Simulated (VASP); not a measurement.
Set up this calculation in VASP 6.6.1, as the native input.

```yaml
Task: relaxation of cell and atoms
Functional: revPBE
Dispersion: D3(BJ)
Potentials_or_basis: VASP PAW PBE potentials, release 64 (Ir)
Cutoff: 600 eV
k_mesh: 11 × 11 × 6
Occupations: fermi-dirac, width 0.05 eV
Spin: no spin polarisation
Dipole_correction: no
Further_INCAR_settings: ALGO = Normal; EDIFF = 1e-06; IBRION = 2; EDIFFG = -0.01; NSW = 60; ISIF = 3
```

The structure of Ir lies in POSCAR:

```
Ir
1.0
    2.7513778946      0.0000000000      0.0000000000
   -1.3756889473      2.3827631521      0.0000000000
    0.0000000000      0.0000000000      4.4622900000
Ir
2
Direct
    0.3333333333      0.6666666667      0.2500000000
    0.6666666667      0.3333333333      0.7500000000
```

The input as run:

INCAR

```
PREC     = Accurate       # precision mode
ENCUT    = 600            # plane-wave cutoff, eV
EDIFF    = 1E-6           # SCF threshold, eV
ISMEAR   = -1             # smearing method
SIGMA    = 0.05           # smearing width, eV
LREAL    = F              # projectors in reciprocal space
LASPH    = T              # aspherical terms in the spheres
NELM     = 100            # most SCF steps
ALGO     = Normal         # electronic algorithm
ISIF     = 3              # what is computed and relaxed
LWAVE    = F              # write WAVECAR
LCHARG   = F              # write CHGCAR
GGA      = RE             # functional
IVDW     = 12             # dispersion correction
IBRION   = 2              # ionic algorithm
NSW      = 60             # ionic steps
EDIFFG   = -0.01          # ionic threshold
```

KPOINTS

```
Automatic mesh
0
Gamma
  11 11 6
```

Potentials or basis: VASP PAW PBE potentials, release 64 (Ir).

The run is started by

```bash
$ cat potpaw_PBE.64/Ir/POTCAR > POTCAR
$ mpirun -np 1 vasp_std > vasp.out
```

Results of the run:

```yaml
Relaxed_volume: 14.08 Å³/atom
Relaxed_cell: a = 2.717 Å, b = 2.717 Å, c = 4.405 Å, α = 90.00°, β = 90.00°, γ = 120.00°
Space_group_after_relaxing_to_0.05_Å: P6_3/mmc (No. 194)
Energy_gained_by_relaxing: 23.5 meV/atom
Ionic_steps: 7
Pressure_after_relaxing: 0.0 GPa
Band_gap_on_the_k_mesh: zero (band 9 reaches 11.64 eV, above the bottom of band 10 at 8.37 eV)
Dispersion_energy_per_atom: -1.387 eV
```

Caveat: the PAW data sets were made with another functional, which shifts forces and pressure a little; spin-orbit coupling is left out, which moves the levels of the heavy elements; pairwise dispersion overbinds metals, which lowers pressure and volume.

Run time: 86 s on 1 thread of Intel(R) Xeon(R) Platinum 8259CL CPU @ 2.50GHz (Skylake/Cascade Lake), on a shared host, peak memory 0.19 GiB.
